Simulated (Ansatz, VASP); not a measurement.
## CuAu: VASP beside Ansatz

The input POSCAR:

```
CuAu
1.0
    2.7918847965      0.0000000000      0.0000000000
    0.0000000000      2.7918847965      0.0000000000
    0.0000000000      0.0000000000      3.6602677112
Au Cu
1 1
Direct
    0.0000000000      0.0000000000      0.0000000000
    0.5000000000      0.5000000000      0.5000000000
```

INCAR.step1

```
  PREC = Accurate
  ENCUT = 520
  ISMEAR = -1
  SIGMA = 0.05
  LREAL = F
  LASPH = T
  NELM = 60
  NBANDS = 18
  GGA = PE
  ALGO = Normal
  EDIFF = 1E-4
  LWAVE = T
  LCHARG = F
```

File INCAR.step2:

```
  PREC = Accurate
  ENCUT = 520
  EDIFF = 1E-6
  ISMEAR = -1
  SIGMA = 0.05
  LREAL = F
  LASPH = T
  NELM = 60
  ALGO = Normal
  ISIF = 2
  LWAVE = F
  LCHARG = F
  METAGGA = R2SCAN
  LMIXTAU = T
  NBANDS = 18
  ISTART = 1
```

Contents of KPOINTS:

```
regular mesh
0
Gamma
  9 9 7
```

File input.yaml:

```yaml
crystal:
  lattice:
    - [2.7918847965, 0.0, 0.0]
    - [0.0, 2.7918847965, 0.0]
    - [0.0, 0.0, 3.6602677112]
  atoms:
    - { symbol: Au, position: [0.0, 0.0, 0.0] }
    - { symbol: Cu, position: [0.5, 0.5, 0.5] }
hamiltonian:
  xc: r2scan
  pseudopotentials: { kind: paw }
kpoints:
  mp_grid: { grid: [9, 9, 7] }
scf:
  occupations: { method: fermi_dirac, width: 0.05 }
output:
  forces: true
  stress: true
  eigenvalues: true
```

Alike in both runs: task single point; functional r2SCAN; k mesh 9 × 9 × 7; occupations fermi-dirac, width 0.05 eV; no spin polarisation.

|  | VASP | Ansatz |
| --- | --- | --- |
| version | VASP 6.6.1 | Ansatz 0.2.0 |
| potentials or method | VASP PAW PBE potentials, release 64 (Au, Cu) | Ansatz PAW |
| plane-wave cutoff (eV) | 520 | 500 |
| valence electrons in the cell | 22 | 38 |

|  | VASP | Ansatz | Ansatz less VASP |
| --- | --- | --- | --- |
| gap on the k mesh at the Fermi level (eV) | none | none | - |
| pressure (GPa) | 3.1 | 3.0 | -0.15 |
| traceless stress, the component that is largest in VASP (GPa) | -0.69 | -0.75 | -0.059 |

VASP's potentials were made for PBE, not for r2SCAN. A gap of «none» marks a metal or a gap that the smearing closes. VASP's potentials hold 22 valence electrons a cell and Ansatz's 38, so a difference there can come from the potentials and not from the codes.

Neither program's run includes spin-orbit coupling.
